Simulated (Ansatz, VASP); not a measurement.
LiNbO3 in VASP and in Ansatz

The input INCAR:

```
SYSTEM = LiNbO3
ALGO = Normal
EDIFF = 1E-7
ENCUT = 520
GGA = PE
ISIF = 2
ISMEAR = 0
LASPH = .TRUE.
LCHARG = .FALSE.
LREAL = .FALSE.
LWAVE = .FALSE.
NBANDS = 25
NELM = 60
PREC = Accurate
SIGMA = 0.01
```

File KPOINTS:

```
k-points
0
G
  6 6 6
  0 0 0
```

POSCAR

```
LiNbO3
1.0
    3.9560242182      0.0000000000      0.0000000000
    0.0000000000      3.9560242182      0.0000000000
    0.0000000000      0.0000000000      3.9560242182
Li Nb O
1 1 3
Direct
    0.0000000000      0.0000000000      0.0000000000
    0.5000000000      0.5000000000      0.5000000000
    0.5000000000      0.5000000000      0.0000000000
    0.5000000000      0.0000000000      0.5000000000
    0.0000000000      0.5000000000      0.5000000000
```

Input for Ansatz:

```yaml
crystal:
  lattice:
    - [3.9560242182, 0.0, 0.0]
    - [0.0, 3.9560242182, 0.0]
    - [0.0, 0.0, 3.9560242182]
  atoms:
    - { symbol: Li, position: [0.0, 0.0, 0.0] }
    - { symbol: Nb, position: [0.5, 0.5, 0.5] }
    - { symbol: O, position: [0.5, 0.5, 0.0] }
    - { symbol: O, position: [0.5, 0.0, 0.5] }
    - { symbol: O, position: [0.0, 0.5, 0.5] }
kpoints:
  mp_grid: { grid: [6, 6, 6] }
hamiltonian:
  xc: pbe
scf:
  occupations: { method: fixed }
  n_extra_bands: 5
output:
  forces: true
  stress: true
  eigenvalues: true
```

Alike in both runs: task single point; functional PBE; k mesh 6 × 6 × 6; no spin polarisation.

```csv
,VASP,Ansatz
version,VASP 6.6.1,Ansatz 0.2.0
potentials or method,"VASP PAW PBE potentials, release 64 (Li_sv, Nb_sv, O)","plane waves, PAW"
plane-wave cutoff (eV),520,420
occupations,"gaussian, width 0.01 eV",fixed
valence electrons in the cell,34,34
```

|  | VASP | Ansatz | Ansatz less VASP |
| --- | --- | --- | --- |
| gap on the k mesh at the Fermi level (eV) | 1.68 | 1.70 | +0.020 |

Noted on VASP's run: the cutoff is short for stress, so the pressure is rough.
